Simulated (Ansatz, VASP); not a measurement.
W: VASP beside Ansatz

File INCAR:

```
SYSTEM = W
  ALGO = Fast
  EDIFF = 1E-7
  EDIFFG = -0.01
  ENCUT = 600
  GGA = PE
  IBRION = 2
  ISIF = 3
  ISMEAR = 0
  LASPH = .True.
  LCHARG = .False.
  LREAL = .False.
  LWAVE = .False.
  NELM = 80
  NSW = 100
  PREC = Accurate
  SIGMA = 0.1
```

File KPOINTS:

```
k-points
0
Gamma
  24 24 24
  0 0 0
```

File POSCAR:

```
W
1.0
   -1.5914148347      1.5914148347      1.5914148347
    1.5914148347     -1.5914148347      1.5914148347
    1.5914148347      1.5914148347     -1.5914148347
W
1
Direct
    0.0000000000      0.0000000000      0.0000000000
```

Input for Ansatz:

```yaml
crystal:
  lattice:
    - [-1.5914148347, 1.5914148347, 1.5914148347]
    - [1.5914148347, -1.5914148347, 1.5914148347]
    - [1.5914148347, 1.5914148347, -1.5914148347]
  atoms:
    - { symbol: W, position: [0.0, 0.0, 0.0] }
basis:
  ecutwfc: 420
kpoints:
  mp_grid: { grid: [24, 24, 24] }
hamiltonian:
  xc: pbe
scf:
  occupations: { method: gaussian, width: 0.1 }
output:
  forces: true
  stress: true
  eigenvalues: true
relax:
  adjacent_minimum: "off"
  f_tol: 0.01
  max_steps: 80
  cell: { stress_tol: 0.05 }
```

Alike in both runs: task relaxation of cell and atoms; functional PBE; k mesh 24 × 24 × 24; occupations gaussian, width 0.1 eV; no spin polarisation.

```csv
,VASP,Ansatz
version,VASP 6.6.1,Ansatz 0.2.0
potentials or method,"VASP PAW PBE potentials, release 64 (W_sv), cutoff 600 eV","scalar-relativistic, plane waves, PAW"
valence electrons in the cell,14,14
```

|  | VASP | Ansatz | Ansatz less VASP |
| --- | --- | --- | --- |
| gap on the k mesh at the Fermi level, each at its own relaxed structure (eV) | none | none | - |
| relaxed volume (Å³/atom) | 16.17 | 16.14 | -0.030 |
| relaxed cell length with the largest relative difference (Å) | 2.759 | 2.757 | -0.0017 |

A gap of «none» marks a metal or a gap that the smearing closes.

Spin-orbit coupling is off throughout.
